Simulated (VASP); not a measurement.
# TaMnB4 (P6/mmm) in VASP: a series of runs, part 2 of 2

VASP 6.6.1.

## (4) Relaxation of cell and atoms, PBE, collinear spin, ferromagnetic start

INCAR reads:

```
SYSTEM = TaMnB4
ALGO = Normal
EDIFF = 1E-6
EDIFFG = -0.04
ENCUT = 600
GGA = PE
IBRION = 2
ISIF = 3
ISMEAR = 0
ISPIN = 2
LASPH = .True.
LCHARG = .False.
LMAXMIX = 4
LORBIT = 11
LREAL = .False.
LWAVE = .False.
MAGMOM = 0 4 0 0 0 0
NELM = 150
NSW = 90
PREC = Accurate
SIGMA = 0.1
```

KPOINTS reads:

```
k-points
0
Gamma
  6 6 4
  0 0 0
```

POSCAR reads:

```
TaMnB4
1.0
    3.0109374200      0.0000000000      0.0000000000
   -1.5054687100      2.6075483000      0.0000000000
    0.0000000000      0.0000000000      6.3614193300
Ta Mn B
1 1 4
Direct
    0.0000000000      0.0000000000      0.5000000000
    0.0000000000      0.0000000000      0.0000000000
    0.3333333300      0.6666666700      0.7438020100
    0.3333333300      0.6666666700      0.2561979900
    0.6666666700      0.3333333300      0.7438020100
    0.6666666700      0.3333333300      0.2561979900
```

Potentials or basis: VASP PAW PBE potentials, release 64 (Ta_pv, Mn_pv, B).

Started as:

```
$ cat potpaw_PBE.64/Ta_pv/POTCAR potpaw_PBE.64/Mn_pv/POTCAR potpaw_PBE.64/B/POTCAR > POTCAR
$ mpirun -np 1 vasp_std > vasp.out
```

OUTCAR:

```text
SYSTEM = TaMnB4
   EDIFF = 1E-6
   EDIFFG = -0.04
   ENCUT = 600
   GGA = PE
   IBRION = 2
   ISIF = 3
   ISMEAR = 0
   ISPIN = 2
   LASPH = .True.
   LORBIT = 11
   LREAL = .False.
   NELM = 150
   NSW = 90
   PREC = Accurate

 ion  position               nearest neighbor table
   1  0.000  0.000  0.500-   3 2.33   4 2.33   5 2.33   6 2.33   5 2.33   6 2.33   3 2.33   4 2.33
                             5 2.33   6 2.33   3 2.33   4 2.33   2 3.18   2 3.18
   2  0.000  0.000  0.000-   3 2.38   4 2.38   5 2.38   6 2.38   5 2.38   6 2.38   3 2.38   4 2.38
                             5 2.38   6 2.38   3 2.38   4 2.38   1 3.18   1 3.18
   3  0.333  0.667  0.744-   5 1.74   5 1.74   5 1.74   1 2.33   1 2.33   1 2.33   2 2.38   2 2.38
                             2 2.38
   4  0.333  0.667  0.256-   6 1.74   6 1.74   6 1.74   1 2.33   1 2.33   1 2.33   2 2.38   2 2.38
                             2 2.38
   5  0.667  0.333  0.744-   3 1.74   3 1.74   3 1.74   1 2.33   1 2.33   1 2.33   2 2.38   2 2.38
                             2 2.38
[... 1109 lines left out ...]
     23      14.6143      0.00000
     24      14.6143      0.00000
 Fermi energy:         9.5084367886

 spin component 2

 k-point     1 :       0.0000    0.0000    0.0000
  band No.  band energies     occupation
      1     -37.8085      1.00000
      2     -37.5702      1.00000
      3     -37.5702      1.00000
      4     -26.0347      1.00000
      5     -25.4293      1.00000
      6     -25.4293      1.00000
[... 589 lines left out ...]
  FREE ENERGIE OF THE ION-ELECTRON SYSTEM (eV)
  ---------------------------------------------------
  free  energy   TOTEN  =       -50.6170536922 eV

  energy  without entropy=      -50.6102794603  energy(sigma->0) =      -50.61366658

 reached required accuracy - stopping structural energy minimisation

 total charge

# of ion       s       p       d       tot
------------------------------------------
    1        0.284   6.237   2.523   9.044
    2        0.262   6.323   5.253  11.839
    3        0.668   1.323   0.000   1.991
    4        0.668   1.323   0.000   1.991
    5        0.668   1.323   0.000   1.991
    6        0.668   1.323   0.000   1.991
--------------------------------------------------
tot          3.217  17.852   7.776  28.845

 magnetization (x)

# of ion       s       p       d       tot
------------------------------------------
    1       -0.000  -0.001   0.007   0.006
    2        0.013   0.020   2.419   2.451
    3       -0.002   0.006   0.000   0.004
    4       -0.002   0.006   0.000   0.004
    5       -0.002   0.006   0.000   0.004
    6       -0.002   0.006   0.000   0.004
--------------------------------------------------
tot          0.006   0.042   2.426   2.474
```

OSZICAR:

```text
N       E                     dE             d eps       ncg     rms          rms(c)
DAV:   1     0.325325518838E+03    0.32533E+03   -0.21167E+04  2048   0.183E+03
DAV:   2    -0.401134653009E+02   -0.36544E+03   -0.35471E+03  2128   0.481E+02
[... 96 lines left out ...]
DAV:   3    -0.506186199780E+02    0.45274E-01   -0.20540E-01  2504   0.446E+00    0.408E-01
DAV:   4    -0.506172787698E+02    0.13412E-02   -0.61203E-03  2184   0.534E-01    0.167E-01
DAV:   5    -0.506170616199E+02    0.21715E-03   -0.56042E-04  2424   0.185E-01    0.691E-02
DAV:   6    -0.506170526431E+02    0.89768E-05   -0.53464E-05  2544   0.695E-02    0.370E-02
DAV:   7    -0.506170530296E+02   -0.38649E-06   -0.11961E-05  2368   0.297E-02    0.115E-02
DAV:   8    -0.506170536922E+02   -0.66265E-06   -0.15320E-06  1312   0.109E-02
   9 F= -.50617054E+02 E0= -.50613667E+02  d E =-.129260E-02  mag=     2.5068
```

CONTCAR:

```text
TaMnB4
   1.00000000000000
     3.0450256995174598    0.0000000000000000    0.0000000000000000
    -1.5225128497587299    2.6370696161884450   -0.0000000000000000
     0.0000000000000000    0.0000000000000000    6.3390643605283605
  Ta              Mn              B
     1     1     4
Direct
     0.0000000000000000    1.0000000000000000    0.5000000000000000
     0.0000000000000000    1.0000000000000000    0.0000000000000000
     0.3333333300000021    0.6666666699999979    0.7651708771703472
     0.3333333300000021    0.6666666699999979    0.2348291228296531
     0.6666666699999979    0.3333333300000021    0.7651708771703472
     0.6666666699999979    0.3333333300000021    0.2348291228296531

  0.00000000E+00  0.00000000E+00  0.00000000E+00
  0.00000000E+00  0.00000000E+00  0.00000000E+00
  0.00000000E+00  0.00000000E+00  0.00000000E+00
  0.00000000E+00  0.00000000E+00  0.00000000E+00
  0.00000000E+00  0.00000000E+00  0.00000000E+00
  0.00000000E+00  0.00000000E+00  0.00000000E+00
```

Wall time 4.7 min (1 thread of AMD EPYC 9R14 (Zen 4), shared host); peak memory 0.21 GiB.

Results:

```
Free energy                                           : -50.6171 eV
Relaxed volume                                        : 8.48 Å³/atom
Relaxed cell                                          : a = 3.045 Å, b = 3.045 Å, c = 6.339 Å, α = 90.00°, β = 90.00°, γ = 120.00°
Space group after relaxing (to 0.1 Å)                 : P6/mmm (No. 191)
Energy gained by relaxing                             : 79.1 meV/atom
Ionic steps                                           : 9
Pressure after relaxing                               : 0.6 GPa
Largest force after relaxing                          : 0.029 eV/Å
Net moment                                            : 2.51 μB per cell
Site moments                                          : Ta +0.01; Mn +2.45; B +0.00 μB
Valence electrons inside the program's atomic spheres : Ta 9.04; Mn 11.84; B 1.99
```

Forces in eV/Å, atoms in the order of the input:
```
Ta   0.000  0.000  0.000
Mn   0.000  0.000  0.000
B    0.000  0.000 -0.029
B    0.000  0.000  0.029
B    0.000  0.000 -0.029
B    0.000  0.000  0.029
```

Stress tensor (GPa, compression positive):
```
0.62 0.00 0.00
0.00 0.62 0.00
0.00 0.00 0.48
```

The path:
| step | energy change (eV) | largest force (eV/Å) | pressure (GPa) | volume (Å³) |
| --- | --- | --- | --- | --- |
| 1 | 0.0000 | 1.6612 | 14.73 | 49.94 |
| 2 | -0.1575 | 0.2429 | -18.42 | 55.68 |
| 3 | -0.2933 | 0.7365 | -6.86 | 53.23 |
| 4 | -0.4407 | 0.3283 | -2.43 | 51.85 |
| 5 | -0.4670 | 0.0374 | 1.09 | 50.97 |
| 6 | -0.4671 | 0.0519 | 0.94 | 51.02 |
| 7 | -0.4731 | 0.0468 | -0.95 | 51.24 |
| 8 | -0.4731 | 0.0456 | -0.98 | 51.23 |
| 9 | -0.4744 | 0.0286 | 0.58 | 50.90 |

Final structure:
```
CELL_PARAMETERS angstrom
3.04503 0.00000 0.00000
-1.52251 2.63707 0.00000
0.00000 0.00000 6.33906
ATOMIC_POSITIONS crystal
Ta 0.00000 0.00000 0.50000
Mn 0.00000 0.00000 0.00000
B 0.33333 0.66667 0.76517
B 0.33333 0.66667 0.23483
B 0.66667 0.33333 0.76517
B 0.66667 0.33333 0.23483
```

Caveat: the k points lie up to 0.40 Å⁻¹ apart in the final cell; spin-orbit coupling is left out, which moves the levels of the heavy elements; a cell with one magnetic atom can't hold antiferromagnetic order, which such compounds often take.

## (5) Single point, PBE, collinear spin, ferromagnetic start (7.43 Å³/atom)

This run uses another cell than the first one, of 7.43 Å³/atom.

INCAR reads:

```
PREC = Accurate
ENCUT = 520
EDIFF = 1E-6
ISMEAR = 0
SIGMA = 0.1
LREAL = F
LASPH = T
NELM = 150
ALGO = Normal
ISIF = 2
LWAVE = F
LCHARG = T
ISPIN = 2
MAGMOM = 0 2.35 0 0 0 0
LORBIT = 11
LMAXMIX = 4
GGA = PE
LELF = T
LVHAR = T
NBANDS = 31
```

KPOINTS reads:

```
Automatic mesh
0
Gamma
  12 12 6
```

POSCAR reads:

```
TaMnB4
1.0
    2.9717771879      0.0000000000      0.0000000000
   -1.4858885939      2.5736345391      0.0000000000
    0.0000000000      0.0000000000      5.8296899088
Ta Mn B
1 1 4
Direct
    0.0000000000      0.0000000000      0.5000000000
    0.0000000000      0.0000000000      0.0000000000
    0.3333333333      0.6666666667      0.7719138117
    0.3333333333      0.6666666667      0.2280861883
    0.6666666667      0.3333333333      0.7719138117
    0.6666666667      0.3333333333      0.2280861883
```

Potentials or basis: VASP PAW PBE potentials, release 64 (Ta_pv, Mn_pv, B).

Started as:

```
$ cat potpaw_PBE.64/Ta_pv/POTCAR potpaw_PBE.64/Mn_pv/POTCAR potpaw_PBE.64/B/POTCAR > POTCAR
$ mpirun -np 1 vasp_std > vasp.out
```

OUTCAR:

```text
PREC = Accurate
   ENCUT = 520
   EDIFF = 1E-6
   ISMEAR = 0
   LREAL = F
   LASPH = T
   NELM = 150
   ISIF = 2
   ISPIN = 2
   LORBIT = 11
   GGA = PE

 ion  position               nearest neighbor table
   1  0.000  0.000  0.500-   3 2.34   4 2.34   5 2.34   6 2.34   3 2.34   4 2.34   5 2.34   6 2.34
                             5 2.34   6 2.34   3 2.34   4 2.34   2 2.91   2 2.91
   2  0.000  0.000  0.000-   3 2.17   4 2.17   5 2.17   6 2.17   3 2.17   4 2.17   5 2.17   6 2.17
                             5 2.17   6 2.17   3 2.17   4 2.17   1 2.91   1 2.91
   3  0.333  0.667  0.772-   5 1.72   5 1.72   5 1.72   2 2.17   2 2.17   2 2.17   1 2.34   1 2.34
                             1 2.34
   4  0.333  0.667  0.228-   6 1.72   6 1.72   6 1.72   2 2.17   2 2.17   2 2.17   1 2.34   1 2.34
                             1 2.34
   5  0.667  0.333  0.772-   3 1.72   3 1.72   3 1.72   2 2.17   2 2.17   2 2.17   1 2.34   1 2.34
                             1 2.34
   6  0.667  0.333  0.228-   4 1.72   4 1.72   4 1.72   2 2.17   2 2.17   2 2.17   1 2.34   1 2.34
                             1 2.34

  LATTYP: Found a hexagonal cell.
 ALAT       =     2.9717771879
 C/A-ratio  =     1.9616847227

  Lattice vectors:
[... 1809 lines left out ...]
  Total       11.8963438     11.8963438     11.9115027      0.0000000      0.0000000      0.0000000
  in kB      427.4797192    427.4797192    428.0244325      0.0000000      0.0000000      0.0000000
  external PRESSURE =     427.6612903 kB  Pullay stress =       0.0000000 kB

 VOLUME and BASIS-vectors are now :
 -----------------------------------------------------------------------------
  energy-cutoff  :      520.00
  volume of cell :       44.59
      direct lattice vectors                 reciprocal lattice vectors
     2.971777188  0.000000000  0.000000000     0.336498983  0.194277778  0.000000000
    -1.485888594  2.573634539  0.000000000     0.000000000  0.388555556  0.000000000
     0.000000000  0.000000000  5.829689909     0.000000000  0.000000000  0.171535710

 POSITION                                       TOTAL-FORCE (eV/Angst)
 -----------------------------------------------------------------------------------
      0.00000      0.00000      2.91484         0.000000      0.000000      0.000000
      0.00000      0.00000      0.00000         0.000000      0.000000      0.000000
     -0.00000      1.71576      4.50002         0.000000      0.000000      0.020997
     -0.00000      1.71576      1.32967         0.000000      0.000000     -0.020997
      1.48589      0.85788      4.50002        -0.000000      0.000000      0.020997
      1.48589      0.85788      1.32967        -0.000000     -0.000000     -0.020997
 -----------------------------------------------------------------------------------
    total drift:                               -0.000000      0.000000      0.000000

  FREE ENERGIE OF THE ION-ELECTRON SYSTEM (eV)
  ---------------------------------------------------
  free  energy   TOTEN  =       -49.8557265395 eV

  energy  without entropy=      -49.8467139104  energy(sigma->0) =      -49.85122022

 total charge

# of ion       s       p       d       tot
------------------------------------------
    1        0.312   6.307   2.709   9.328
    2        0.321   6.440   5.490  12.251
    3        0.695   1.431   0.000   2.127
    4        0.695   1.431   0.000   2.127
    5        0.695   1.431   0.000   2.127
    6        0.695   1.431   0.000   2.127
--------------------------------------------------
tot          3.415  18.472   8.199  30.086

 magnetization (x)

# of ion       s       p       d       tot
------------------------------------------
    1       -0.001  -0.000  -0.052  -0.053
    2        0.012   0.019   1.604   1.635
    3       -0.002   0.005   0.000   0.003
    4       -0.002   0.005   0.000   0.003
    5       -0.002   0.005   0.000   0.003
    6       -0.002   0.005   0.000   0.003
--------------------------------------------------
tot          0.002   0.038   1.553   1.593
```

stdout:

```text
POSCAR found type information on POSCAR TaMnB
 POSCAR found :  3 types and       6 ions
 scaLAPACK will be used
 LDA part: xc-table for (Slater+PW92), standard interpolation
 POSCAR, INCAR and KPOINTS ok, starting setup
 FFT: planning ... GRIDC
 FFT: planning ... GRID_SOFT
 FFT: planning ... GRID
 WAVECAR not read
 entering main loop
```

Wall time 2.7 min (1 thread of AMD EPYC 9R14 (Zen 4), shared host); peak memory 0.28 GiB.

Results:

- Free energy: -49.8557 eV
- Pressure: 42.8 GPa
- Largest force: 0.021 eV/Å
- Net moment: 1.60 μB per cell
- Site moments: Ta -0.05; Mn +1.64; B +0.00 μB
- Valence electrons inside the program's atomic spheres: Ta 9.33; Mn 12.25; B 2.13

Forces in eV/Å, atoms in the order of the input:
```
Ta   0.000  0.000  0.000
Mn   0.000  0.000  0.000
B    0.000  0.000  0.021
B    0.000  0.000 -0.021
B    0.000  0.000  0.021
B    0.000  0.000 -0.021
```

Levels at points of the mesh, in eV from the Fermi level:
Spin up:
```tsv
k point	band 16	band 17	band 18	band 19	band 20	band 21	band 22	band 23
(0.00, 0.00, 0.00)	-2.00	-2.00	-1.99	-1.99	0.32	0.73	0.73	3.26
(0.50, 0.00, 0.00)	-4.75	-1.29	-0.88	-0.80	2.59	2.84	3.24	4.29
(0.00, 0.00, 0.50)	-2.81	-1.91	-0.68	-0.68	-0.10	0.57	0.57	2.17
(0.50, 0.00, 0.50)	-3.93	-1.29	-1.29	0.55	1.36	2.08	3.13	3.27
```
Spin down:
```tsv
k point	band 15	band 16	band 17	band 18	band 19	band 20
(0.00, 0.00, 0.00)	-2.48	-1.97	-1.97	-1.22	-1.22	1.11
(0.50, 0.00, 0.00)	-4.50	-4.50	0.02	0.43	0.98	2.64
(0.00, 0.00, 0.50)	-1.88	-1.88	-0.68	-0.68	-0.42	-0.19
(0.50, 0.00, 0.50)	-4.11	-3.61	0.29	0.44	1.46	1.98
```

Caveat: the cell stands under pressure; spin-orbit coupling is left out, which moves the levels of the heavy elements; a cell with one magnetic atom can't hold antiferromagnetic order, which such compounds often take.

## (6) The runs side by side

| task | cell | k mesh | cutoff (eV) | gap on the mesh (eV) | pressure (GPa) | moment (μB) | largest force (eV/Å) |
| --- | --- | --- | --- | --- | --- | --- | --- |
| single point | a = 3.011, b = 3.011, c = 6.361 Å, angles 90.0, 90.0, 120.0°, 6 atoms, atomic positions A | 6 × 6 × 4 | 520 | none | 14.8 | 2.58 | 1.66 |
| single point | a = 3.045, b = 3.045, c = 6.344 Å, angles 90.0, 90.0, 120.0°, 6 atoms, atomic positions B | 6 × 6 × 4 | 520 | none | 0.4 | 2.51 | 0.01 |
| relaxation of cell and atoms | relaxed from a = 3.011, b = 3.011, c = 6.361 Å, angles 90.0, 90.0, 120.0°, 6 atoms, atomic positions A | 6 × 6 × 4 | 600 | none | 0.6 | 2.51 | 0.03 |
| single point | a = 2.972, b = 2.972, c = 5.830 Å, angles 90.0, 90.0, 120.0°, 6 atoms, atomic positions C | 12 × 12 × 6 | 520 | none | 42.8 | 1.60 | 0.02 |

Alike in all rows: level PBE; potentials or basis VASP PAW PBE potentials, release 64 (Ta_pv, Mn_pv, B); spin collinear, ferromagnetic start; smearing gaussian 0.1 eV.

Caveats: some runs use coarse meshes; spin-orbit coupling is left out, which moves the levels of the heavy elements; a cell with one magnetic atom can't hold antiferromagnetic order, which such compounds often take; forces of over 1 eV/Å act on the atoms, so gaps and moduli don't describe the material at rest (at least some runs); the cell stands under pressure (at least some runs).

Total energies depend on the potentials used, so only differences within one code and one set of settings carry meaning.
